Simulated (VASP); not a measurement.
Here is a VASP 6.6.1 calculation.

INCAR

```
PREC = Accurate ; ENCUT = 600
EDIFF = 1E-6 ; ISMEAR = -1
SIGMA = 0.02 ; LREAL = False
LASPH = True ; NELM = 60
ALGO = Normal ; ISIF = 3
LWAVE = False ; LCHARG = False
GGA = PE ; IBRION = 2
NSW = 60 ; EDIFFG = -0.03
PSTRESS = 100.0
```

File KPOINTS:

```
Automatic mesh
0
Gamma
  8 8 8
```

Contents of POSCAR:

```
I
1.0
    3.3000000000      0.0000000000      0.0000000000
    0.0000000000      3.3000000000      0.0000000000
    0.0000000000      0.0000000000      3.3000000000
I
1
Direct
    0.0000000000      0.0000000000      0.0000000000
```

Potentials or basis: VASP PAW PBE potentials, release 64 (I).

Run with:

```sh
$ cat potpaw_PBE.64/I/POTCAR > POTCAR
$ mpirun -np 1 vasp_std > vasp.out
```

Problem. Estimate the relaxed volume.

Solution. 32.80 Å³/atom.

Problem. What does it give for the space group after relaxing (to 0.1 Å)?

Solution. Pm-3m (No. 221).

Problem. Predict the relaxed cell.

Solution. a = 3.201 Å, b = 3.201 Å, c = 3.201 Å, α = 90.00°, β = 90.00°, γ = 90.00°.

Final structure:
```
I
1.0
     3.20100    0.00000    0.00000
     0.00000    3.20100    0.00000
     0.00000    0.00000    3.20100
I
1
Cartesian
  0.0000 0.0000 0.0000
```

Caveat: the cell is relaxed towards a set pressure, so the run minimises the enthalpy, not the energy; an odd number of electrons without spin polarisation forces a metal; a magnetic or distorted state may lie lower.
